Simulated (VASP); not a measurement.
**Al2Cu: single point with r2SCAN**

Al2Cu:

```
Al Cu
1.0
     4.08803    0.00000    0.00000
     0.00000    4.08803    0.00000
     0.00000    0.00000    2.85133
Al Cu
2 1
Direct
  0.50000 0.00000 0.50000
  0.00000 0.50000 0.50000
  0.00000 0.00000 0.00000
```

```yaml
Program: VASP 6.6.1
Task: single point
Functional: r2SCAN
Potentials_or_basis: VASP PAW PBE potentials, release 64 (Al, Cu)
Cutoff: 520 eV
k_mesh: 10 × 10 × 14
Occupations: gaussian, width 0.1 eV
Spin: no spin polarisation
Dipole_correction: no
Further_INCAR_settings: ALGO = Normal; EDIFF = 1e-06; NBANDS = 16
```

```yaml
Pressure: -0.2 GPa
Band_gap_on_the_k_mesh: zero (an odd number of electrons rules out a gap without spin polarisation)
```

Levels at points of the mesh, in eV from the Fermi level:
```
           k point  band 6  band 7  band 8  band 9  band 10  band 11  band 12  band 13
(0.00, 0.00, 0.00)   -4.23   -2.65   -2.65    0.07     1.01     6.66     6.66     6.76
(0.50, 0.00, 0.00)   -4.26   -4.23   -1.25    1.62     1.92     2.15     8.22     8.93
(0.50, 0.50, 0.00)   -4.46   -4.26   -4.26   -2.57     9.00     9.00    10.14    10.61
(0.00, 0.00, 0.50)   -4.30   -3.13    2.65    2.76     2.76     2.84     2.84     3.33
(0.50, 0.00, 0.50)   -4.35   -3.29   -2.57   -1.70     3.99     4.16     4.67     5.68
(0.50, 0.50, 0.50)   -3.72   -2.49   -2.49   -0.95    -0.81     0.19     0.19     2.70
```

Run time: 8.5 min on 1 thread of Intel Xeon 8259CL, on a shared host, peak memory 0.26 GiB.

Caveat: the PAW data sets were made with another functional, which shifts forces and pressure a little.
